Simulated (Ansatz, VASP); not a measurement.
# One calculation of Be5Te, two programs

```xyz
6
Lattice="3.7650 0.0000 0.0000 -1.8825 3.2605 0.0000 0.0000 0.0000 6.6647" Properties=species:S:1:pos:R:3 pbc="T T T"
Be    1.2533    0.0000    4.8646
Be   -0.6266    1.0854    4.8646
Be    1.2558    2.1752    4.8646
Be    0.0000    2.1737    2.9611
Be    1.8825    1.0868    2.9611
Te    0.0000    0.0000    1.4733
```

Alike in both runs: functional PBE; k mesh 4 × 4 × 4; occupations gaussian, width 0.2 eV; no spin polarisation.

Ansatz relaxed the structure, and its values are those at the end. VASP's run is a single point on that final structure, the one shown.

|  | VASP | Ansatz |
| --- | --- | --- |
| version | VASP 6.6.1 | Ansatz 0.2.0 |
| potentials or method | VASP PAW PBE potentials, release 64 (Be, Te), cutoff 520 eV | scalar-relativistic, plane waves, PAW |
| valence electrons in the cell | 16 | 26 |

|  | VASP | Ansatz | Ansatz less VASP |
| --- | --- | --- | --- |
| gap on the k mesh at the Fermi level (eV) | none | none | - |
| pressure (GPa) | 0.4 | 0.2 | -0.11 |
| rms of the force components (eV/Å) | 0.010 | 0.015 | +0.0046 |

A gap of «none» marks a metal or a gap that the smearing closes. VASP's potentials hold 16 valence electrons a cell and Ansatz's 26, so a difference there can come from the potentials and not from the codes.

The k mesh is coarse, so the values compare programs but aren't converged. Spin-orbit coupling is off throughout.
